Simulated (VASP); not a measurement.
A run of VASP 6.6.1 is set up as follows.

INCAR

```
PREC = Accurate
ENCUT = 520
EDIFF = 1E-7
ISMEAR = 0
SIGMA = 0.15
LREAL = F
LASPH = T
NELM = 150
ALGO = Normal
ISIF = 2
LWAVE = F
LCHARG = F
ISPIN = 2
MAGMOM = 1
LORBIT = 11
NUPDOWN = 1.0
LMAXMIX = 4
NBANDS = 15
```

The input KPOINTS:

```
regular mesh
0
Gamma
  24 24 24
```

File POSCAR:

```
Ni
1.0
    0.0000000000      1.6025350438      1.6025350438
    1.6025350438      0.0000000000      1.6025350438
    1.6025350438      1.6025350438      0.0000000000
Ni
1
Direct
    0.0000000000      0.0000000000      0.0000000000
```

Potentials or basis: VASP PAW LDA potentials, release 64 (Ni).

Run with:

```bash
$ cat potpaw_LDA.64/Ni/POTCAR > POTCAR
$ mpirun -np 1 vasp_std > vasp.out
```

Task: Estimate the pressure.

Result: 88.5 GPa.

Caveat: the cell stands under pressure; the total moment is fixed, so each spin has its own Fermi level.
